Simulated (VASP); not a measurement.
# Lu (P6_3/mmc) in VASP: relaxation of cell and atoms with PBEsol

Aim: the relaxation of cell and atoms of Lu with PBEsol.

Everything below comes from runs of VASP 6.6.1. Logs are shortened: lines on timing, memory, paths and dates and some standing lists are left out, and cuts for length are marked.

## (1) The cell of the first run

It takes space group P6_3/mmc (No. 194, hexagonal). The conventional cell has a = 3.503 Å, b = 3.503 Å, c = 5.551 Å, α = 90.00°, β = 90.00°, γ = 120.00°. Lu (site symmetry -6m2) has 12 Lu at 3.43 to 3.50 Å within 4.5 Å.

## (2) Relaxation of cell and atoms, PBEsol

Contents of INCAR:

```
SYSTEM = Lu
PREC     = Accurate       ! precision mode
ENCUT    = 600            ! plane-wave cutoff, eV
EDIFF    = 1E-7           ! SCF threshold, eV
ISMEAR   = -1             ! smearing method
SIGMA    = 0.05           ! smearing width, eV
LREAL    = .FALSE.        ! projectors in reciprocal space
LASPH    = .TRUE.         ! aspherical terms in the spheres
NELM     = 80             ! most SCF steps
ALGO     = Normal         ! electronic algorithm
ISIF     = 3              ! what is computed and relaxed
LWAVE    = .FALSE.        ! write WAVECAR
LCHARG   = .FALSE.        ! write CHGCAR
GGA      = PS             ! functional
IBRION   = 2              ! ionic algorithm
NSW      = 100            ! ionic steps
EDIFFG   = -0.002         ! ionic threshold
```

Contents of KPOINTS:

```
regular mesh
0
G
  10 10 6
  0 0 0
```

Contents of POSCAR:

```
Lu
1.0
    3.5031000000      0.0000000000      0.0000000000
   -1.7515500000      3.0337735920      0.0000000000
    0.0000000000      0.0000000000      5.5509000000
Lu
2
Direct
    0.3333333333      0.6666666667      0.2500000000
    0.6666666667      0.3333333333      0.7500000000
```

Potentials or basis: VASP PAW PBE potentials, release 64 (Lu).

Run with:

```console
$ cat potpaw_PBE.64/Lu/POTCAR > POTCAR
$ mpirun -np 1 vasp_std > vasp.out
```

OUTCAR:

```text
SYSTEM = Lu
   PREC = Accurate
   ENCUT = 600
   EDIFF = 1E-7
   ISMEAR = -1
   LREAL = .FALSE.
   LASPH = .TRUE.
   NELM = 80
   ISIF = 3
   GGA = PS
   IBRION = 2
   NSW = 100
   EDIFFG = -0.002

 ion  position               nearest neighbor table
   1  0.333  0.667  0.250-   2 3.43   2 3.43   2 3.43   2 3.43   2 3.43   2 3.43
   2  0.667  0.333  0.750-   1 3.43   1 3.43   1 3.43   1 3.43   1 3.43   1 3.43

  LATTYP: Found a hexagonal cell.
 ALAT       =     3.5031000000
 C/A-ratio  =     1.5845679541

  Lattice vectors:

 A1 = (   3.5031000000,   0.0000000000,   0.0000000000)
 A2 = (  -1.7515500000,   3.0337735920,   0.0000000000)
 A3 = (   0.0000000000,   0.0000000000,   5.5509000000)

Analysis of symmetry for initial positions (statically):
=====================================================================
 Subroutine PRICEL returns:
 Original cell was already a primitive cell.

 Routine SETGRP: Setting up the symmetry group for a
 hexagonal supercell.

 Subroutine GETGRP returns: Found 24 space group operations
 (whereof 12 operations were pure point group operations)
 out of a pool of 24 trial point group operations.

The static configuration has the point symmetry D_3d.
 The point group associated with its full space group is D_6h.

Analysis of symmetry for dynamics (positions and initial velocities):
=====================================================================
 Subroutine PRICEL returns:
 Original cell was already a primitive cell.

 Routine SETGRP: Setting up the symmetry group for a
 hexagonal supercell.

 Subroutine GETGRP returns: Found 24 space group operations
 (whereof 12 operations were pure point group operations)
 out of a pool of 24 trial point group operations.

The dynamic configuration has the point symmetry D_3d.
 The point group associated with its full space group is D_6h.

 Subroutine INISYM returns: Found 24 space group operations
 (whereof 12 operations are pure point group operations),
 and found     1 'primitive' translations

----------------------------------------------------------------------------------------

                                     Primitive cell

  volume of cell :      58.9928

  direct lattice vectors                    reciprocal lattice vectors
[... 105 lines left out ...]
   IMIX   =      4    mixing-type and parameters
     AMIX     =   0.40;   BMIX     =  1.00
     AMIX_MAG =   1.60;   BMIX_MAG =  1.00
  volume/ion in A,a.u.               =      29.50       199.05
  Fermi-wavevector in a.u.,A,eV,Ry     =   1.549287  2.927727 32.657919  2.400289
  Thomas-Fermi vector in A             =   2.654115
   LORBIT       =      0    0 simple, 1 ext, 2 COOP (PROOUT), +10 PAW based schemes
   GGA     = PS    functional components
   LHFCALC =     F    Hartree Fock is set to
   AEXX    =    0.0000 exact exchange contribution
   IVDW    =     0    specifies the selected vdW correction
   LEPSILON=     F    determine dielectric tensor
   LRPA    =     F    only Hartree local field effects (RPA)
 conjugate gradient relaxation of ions
 non-spin polarized calculation
  energy-cutoff  :      600.00
  volume of cell :       58.99
 maximum number of plane-waves:      1987
 NGX is ok and might be reduce to    28
   NGX = 13   NGY = 13   NGZ = 23

--------------------------------------- Ionic step        1  -------------------------------------------

 number of electron      50.0000005 magnetization

 Free energy of the ion-electron system (eV)
  ---------------------------------------------------
  ext. energy  EPLUGINS =         0.00000000
  ---------------------------------------------------
  free energy    TOTEN  =        -9.87760412 eV

  energy without entropy =       -9.84880956  energy(sigma->0) =       -9.86320684

------------------------ aborting loop because EDIFF is reached ----------------------------------------

  FORCE on cell =-STRESS in cart. coord.  units (eV):
  Direction    XX          YY          ZZ          XY          YZ          ZX
  --------------------------------------------------------------------------------------
  -------------------------------------------------------------------------------------
  Total       -0.9299794     -0.9299794     -1.4569234      0.0000000      0.0000000     -0.0000000
  in kB      -25.2571761    -25.2571761    -39.5683734      0.0000000      0.0000000     -0.0000000
  external PRESSURE =     -30.0275752 kB  Pullay stress =       0.0000000 kB
[... 89 lines left out ...]
  FREE ENERGIE OF THE ION-ELECTRON SYSTEM (eV)
  ---------------------------------------------------
  free  energy   TOTEN  =        -9.9190553318 eV

  energy  without entropy=       -9.8961772572  energy(sigma->0) =       -9.90761629

[... ionic steps 4 to 8 ...]

--------------------------------------- Ionic step        9  -------------------------------------------

 number of electron      50.0000001 magnetization

------------------------ aborting loop because EDIFF is reached ----------------------------------------
[... 67 lines left out ...]
--------------------------------------- Ionic step       11  -------------------------------------------

 number of electron      50.0000001 magnetization

 Free energy of the ion-electron system (eV)
  ---------------------------------------------------
  ext. energy  EPLUGINS =         0.00000000
  ---------------------------------------------------
  free energy    TOTEN  =        -9.92026462 eV

  energy without entropy =       -9.89826232  energy(sigma->0) =       -9.90926347

 E-fermi :   2.2746     XC(G=0): -11.0456

 val. band max:        2.2591691166   @ k =   0.2000   0.1000   0.3333
 cond. band min:       2.3351288464   @ k =   0.3000   0.1000   0.1667
 fundamental gap:      0.0759597298
 Fermi energy:         2.2746071988

 k-point     1 :       0.0000    0.0000    0.0000
  band No.  band energies     occupation
      1     -53.7647      2.00000
      2     -53.7168      2.00000
      3     -24.7828      2.00000
      4     -24.2624      2.00000
      5     -24.2624      2.00000
      6     -24.1567      2.00000
[... 781 lines left out ...]
     29       4.7448      0.00000
     30       7.7948      0.00000

 [... further k-points ...]

------------------------ aborting loop because EDIFF is reached ----------------------------------------

  FORCE on cell =-STRESS in cart. coord.  units (eV):
  Direction    XX          YY          ZZ          XY          YZ          ZX
  --------------------------------------------------------------------------------------
  -------------------------------------------------------------------------------------
  Total        0.0001781      0.0001781     -0.0036262      0.0000000      0.0000000      0.0000000
  in kB        0.0051769      0.0051769     -0.1054309      0.0000000      0.0000000      0.0000000
  external PRESSURE =      -0.0316923 kB  Pullay stress =       0.0000000 kB
[... 17 lines left out ...]
  FREE ENERGIE OF THE ION-ELECTRON SYSTEM (eV)
  ---------------------------------------------------
  free  energy   TOTEN  =        -9.9202646168 eV

  energy  without entropy=       -9.8982623175  energy(sigma->0) =       -9.90926347

 reached required accuracy - stopping structural energy minimisation
```

OSZICAR:

```text
N       E                     dE             d eps       ncg     rms          rms(c)
DAV:   1     0.265793922187E+03    0.26579E+03   -0.21207E+04  4714   0.589E+03
DAV:   2     0.231431865689E+02   -0.24265E+03   -0.23512E+03  3594   0.576E+02
[... 120 lines left out ...]
DAV:   1    -0.992026981855E+01   -0.51811E-05   -0.57245E-05  5706   0.694E-02    0.177E-02
DAV:   2    -0.992026448386E+01    0.53347E-05   -0.15581E-05  5498   0.433E-02    0.562E-03
DAV:   3    -0.992026378992E+01    0.69393E-06   -0.38012E-06  5020   0.819E-03    0.171E-03
DAV:   4    -0.992026405454E+01   -0.26461E-06   -0.38571E-07  3888   0.475E-03    0.139E-03
DAV:   5    -0.992026454224E+01   -0.48770E-06   -0.43318E-07  4218   0.309E-03    0.619E-04
DAV:   6    -0.992026461683E+01   -0.74593E-07   -0.29100E-08  1782   0.187E-03
  11 F= -.99202646E+01 E0= -.99092635E+01  d E =-.813934E-06
```

It took 18 min on 1 thread of Intel Xeon Platinum 8375C at 2.90GHz (Ice Lake), shared host; peak memory 0.28 GiB.

Results:

```
Free energy                           : -9.9203 eV
Relaxed volume                        : 27.55 Å³/atom
Relaxed cell                          : a = 3.450 Å, b = 3.450 Å, c = 5.347 Å, α = 90.00°, β = 90.00°, γ = 120.00°
Space group after relaxing (to 0.1 Å) : P6_3/mmc (No. 194)
Energy gained by relaxing             : 21.3 meV/atom
Ionic steps                           : 11
Pressure after relaxing               : 0.0 GPa
Band gap on the k mesh                : zero (bands 25 and 26 overlap by 1.91 eV)
```

The path:
| step | energy change (eV) | largest force (eV/Å) | pressure (GPa) | volume (Å³) |
| --- | --- | --- | --- | --- |
| 1 | 0.0000 | 0.0000 | -3.00 | 58.99 |
| 2 | -0.0403 | 0.0000 | 0.72 | 54.39 |
| 3 | -0.0415 | 0.0000 | 0.09 | 55.02 |
| 4 | -0.0426 | 0.0000 | 0.14 | 55.07 |
| 5 | -0.0426 | 0.0000 | 0.04 | 55.10 |
| 6 | -0.0427 | 0.0000 | -0.05 | 55.09 |
| 7 | -0.0427 | 0.0000 | -0.07 | 55.09 |
| 8 | -0.0427 | 0.0000 | 0.04 | 55.09 |
| 9 | -0.0427 | 0.0000 | -0.04 | 55.15 |
| 10 | -0.0427 | 0.0000 | -0.01 | 55.11 |
| 11 | -0.0427 | 0.0000 | 0.00 | 55.11 |

Final structure:
```
Lu
1.0
     3.44960    0.00000    0.00000
    -1.72480    2.98744    0.00000
     0.00000    0.00000    5.34724
Lu
2
Direct
  0.33333 0.66667 0.25000
  0.66667 0.33333 0.75000
```

Levels at points of the mesh, in eV from the Fermi level:
```csv
k point,band 21,band 22,band 23,band 24,band 25,band 26,band 27,band 28,band 29,band 30
"(0.00, 0.00, 0.00)",-4.74,-4.71,-4.71,-2.46,0.94,2.21,2.21,2.75,3.02,3.02
"(0.50, 0.00, 0.00)",-4.74,-4.72,-2.38,-1.47,-0.90,-0.30,1.75,1.84,2.56,6.42
"(0.00, 0.00, 0.50)",-4.71,-4.71,-4.37,-4.37,1.29,1.29,2.10,2.10,2.10,2.10
"(0.50, 0.00, 0.50)",-4.74,-4.74,-2.19,-2.19,0.14,0.14,1.52,1.52,3.46,3.46
```

Caveat: the PAW data sets were made with another functional, which shifts forces and pressure a little; spin-orbit coupling is left out, which moves the levels of the heavy elements.
